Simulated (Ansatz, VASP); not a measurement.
# Al in VASP and in Ansatz

INCAR

```
SYSTEM = Al
  PREC = Accurate
  ENCUT = 600
  EDIFF = 1E-7
  ISMEAR = 0
  SIGMA = 0.1
  LREAL = .False.
  LASPH = .True.
  NELM = 60
  ALGO = Fast
  ISIF = 3
  LWAVE = .False.
  LCHARG = .False.
  GGA = PS
  IBRION = 2
  NSW = 80
  EDIFFG = -0.015
```

The input KPOINTS:

```
regular mesh
0
Gamma
  8 8 8
  0 0 0
```

Contents of POSCAR:

```
Al
1.0
    0.0000000000      4.0153926002     -4.0153926002
    4.0153926002      4.0153926002      0.0000000000
    4.0153926002      0.0000000000     -4.0153926002
Al
8
Direct
    0.5000000000      0.0000000000      0.5000000000
    0.5000000000      0.5000000000      0.5000000000
    0.0000000000      0.0000000000      0.5000000000
    0.0000000000      0.5000000000      0.5000000000
    0.5000000000      0.0000000000      0.0000000000
    0.5000000000      0.5000000000      0.0000000000
    0.0000000000      0.0000000000      0.0000000000
    0.0000000000      0.5000000000      0.0000000000
```

Input for Ansatz:

```yaml
crystal:
  lattice:
    - [0.0, 4.0153926002, -4.0153926002]
    - [4.0153926002, 4.0153926002, 0.0]
    - [4.0153926002, 0.0, -4.0153926002]
  atoms:
    - { symbol: Al, position: [0.5, 0.0, 0.5] }
    - { symbol: Al, position: [0.5, 0.5, 0.5] }
    - { symbol: Al, position: [0.0, 0.0, 0.5] }
    - { symbol: Al, position: [0.0, 0.5, 0.5] }
    - { symbol: Al, position: [0.5, 0.0, 0.0] }
    - { symbol: Al, position: [0.5, 0.5, 0.0] }
    - { symbol: Al, position: [0.0, 0.0, 0.0] }
    - { symbol: Al, position: [0.0, 0.5, 0.0] }
basis:
  ecutwfc: 420
kpoints:
  mp_grid: { grid: [8, 8, 8] }
hamiltonian:
  xc: pbesol
scf:
  occupations: { method: gaussian, width: 0.1 }
output:
  forces: true
  stress: true
  eigenvalues: true
relax:
  adjacent_minimum: "off"
  f_tol: 0.015
  max_steps: 60
  cell: { stress_tol: 0.15 }
```

Alike in both runs: task relaxation of cell and atoms; functional PBEsol; k mesh 8 × 8 × 8; occupations gaussian, width 0.1 eV; no spin polarisation.

```csv
,VASP,Ansatz
version,VASP 6.6.1,Ansatz 0.2.0
potentials or method,"VASP PAW PBE potentials, release 64 (Al), cutoff 600 eV","scalar-relativistic, plane waves, PAW"
valence electrons in the cell,24,24
```

```tsv
	VASP	Ansatz	Ansatz less VASP
gap on the k mesh at the Fermi level, each at its own relaxed structure (eV)	none	none	-
relaxed volume (Å³/atom)	16.19	16.19	0.000
relaxed cell length with the largest relative difference (Å)	5.679	5.679	0.0000
```

VASP's potentials were made for PBE, not for PBEsol. A gap of «none» marks a metal or a gap that the smearing closes.

Noted on VASP's run: the relaxation stopped at its first step, so nothing moved.
